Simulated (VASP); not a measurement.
Runs of VASP 6.6.1 on La. The structure is that of space group Im-3m (No. 229), or close to it. The cells are those of the table. This isn't the form of La at room conditions, which is double hcp.

| task | cell | cutoff (eV) | gap on the mesh (eV) | pressure (GPa) |
| --- | --- | --- | --- | --- |
| relaxation of cell and atoms | relaxed to 20 GPa from a = 3.679 Å, angles 109.5°, 1 atom | 600 | none | 19.9 |
| single point | a = 3.688 Å, angles 109.5°, 1 atom | 520 | none | 0.0 |
| relaxation of cell and atoms | relaxed to 10 GPa from a = 3.679 Å, angles 109.5°, 1 atom | 600 | none | 10.1 |
| relaxation of cell and atoms | relaxed to 5 GPa from a = 3.679 Å, angles 109.5°, 1 atom | 600 | none | 5.0 |
| single point | a = 3.507 Å, angles 109.5°, 1 atom | 520 | none | (a) |

Alike in all rows: level r2SCAN; potentials or basis VASP PAW PBE potentials, release 64 (La); no spin polarisation; k mesh 7 × 7 × 7; smearing fermi-dirac 0.1 eV.

Q: Estimate the missing entries.

A: (a) 5.1.

Caveats: the PAW data sets were made with another functional, which shifts forces and pressure a little; spin-orbit coupling is left out, which moves the levels of the heavy elements; the cell is relaxed towards a set pressure, so the run minimises the enthalpy, not the energy (at least some runs); the cell stands under pressure (at least some runs).

A k mesh can miss the band edges, and the runs leave out spin-orbit coupling on La.

A gap of «none» marks levels without a gap at the run's occupations.
